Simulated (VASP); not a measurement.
Sb, 2 atoms in the cell. It takes space group R-3m (No. 166, trigonal). The conventional cell has a = 4.308 Å, b = 4.308 Å, c = 11.274 Å, α = 90.00°, β = 90.00°, γ = 120.00°. Within 3.8 Å of Sb (site symmetry 3m) lie 6 Sb at 2.91 to 3.35 Å. 

- Program: VASP 6.6.1
- Task: single point
- Functional: PBE
- Potentials or basis: VASP PAW PBE potentials, release 64 (Sb)
- Cutoff: 520 eV
- k mesh: 8 × 8 × 8
- Occupations: gaussian, width 0.013 eV
- Spin: no spin polarisation
- Dipole correction: no
- Further INCAR settings: ALGO = Normal; EDIFF = 1e-06; NBANDS = 12

Potentials or basis: VASP PAW PBE potentials, release 64 (Sb).

The run is started by

```sh
$ cat potpaw_PBE.64/Sb/POTCAR > POTCAR
$ mpirun -np 1 vasp_std > vasp.out
```

Hardware: 1 thread of Intel Xeon 8259CL, on a shared host.

Q: Estimate the wall time of this run.

A: Run time: 66 s on 1 thread of Intel Xeon 8259CL, with other jobs on the host, peak memory 0.22 GiB. Counts: scf iterations 11, k points 65.
